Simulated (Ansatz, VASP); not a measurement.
# One calculation of LiF, two programs

```
Li F
1.0
     2.55953    0.00000    0.00000
     0.00000    2.55953    0.00000
     0.00000    0.00000    2.55953
Li F
1 1
Direct
  0.00000 0.00000 0.00000
  0.50000 0.50000 0.50000
```

Alike in both runs: task single point; functional LDA; k mesh 8 × 8 × 8; no spin polarisation.

```csv
,VASP,Ansatz
version,VASP 6.6.1,Ansatz 0.2.0
potentials or method,"VASP PAW LDA potentials, release 64 (Li_sv, F)","plane waves, PAW"
plane-wave cutoff (eV),520,420
occupations,"gaussian, width 0.01 eV",fixed
valence electrons in the cell,10,10
```

Ansatz gave:

- gap on the k mesh at the Fermi level (eV): 7.31

Task: Estimate VASP's values.

Result: gap on the k mesh at the Fermi level (eV): 7.30.

LDA's correlation is that of Perdew and Zunger in VASP and of Perdew and Wang (1992) in Ansatz.

Noted on VASP's run: the cutoff is short for stress, so the pressure is rough.
